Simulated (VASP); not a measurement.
BaZrO3, 5 atoms in the cell. Symmetry: Pm-3m, No. 221, cubic system. Conventional cell: a = 4.147 Å, b = 4.147 Å, c = 4.147 Å, α = 90.00°, β = 90.00°, γ = 90.00°. Ba (site symmetry m-3m) has 12 O at 2.93 Å and 8 Zr at 3.59 Å within 3.9 Å. Zr (site symmetry m-3m) has 6 O at 2.07 Å within 2.7 Å. Within 2.7 Å of O (site symmetry 4/mmm) lie 2 Zr at 2.07 Å. 

* Program: VASP 6.6.1
* Task: single point
* Functional: LDA
* Potentials or basis: VASP PAW LDA potentials, release 64 (Ba_sv, Zr_sv, O)
* Cutoff: 520 eV
* k mesh: 6 × 6 × 6
* Occupations: gaussian, width 0.02 eV
* Spin: no spin polarisation
* Dipole correction: no
* Further INCAR settings: ALGO = Normal; EDIFF = 1e-07; NBANDS = 28

Potentials or basis: VASP PAW LDA potentials, release 64 (Ba_sv, Zr_sv, O).

Launch:

```sh
$ cat potpaw_LDA.64/Ba_sv/POTCAR potpaw_LDA.64/Zr_sv/POTCAR potpaw_LDA.64/O/POTCAR > POTCAR
$ mpirun -np 1 vasp_std > vasp.out
```

Hardware: 1 thread of Intel(R) Xeon(R) 6975P-C (Granite Rapids), on a shared host.

Task: How long does it take, and how much memory?

Result: Run time: 15 s on 1 thread of Intel(R) Xeon(R) 6975P-C (Granite Rapids) (shared host), peak memory 0.17 GiB. Counts: scf iterations 14, k points 20.
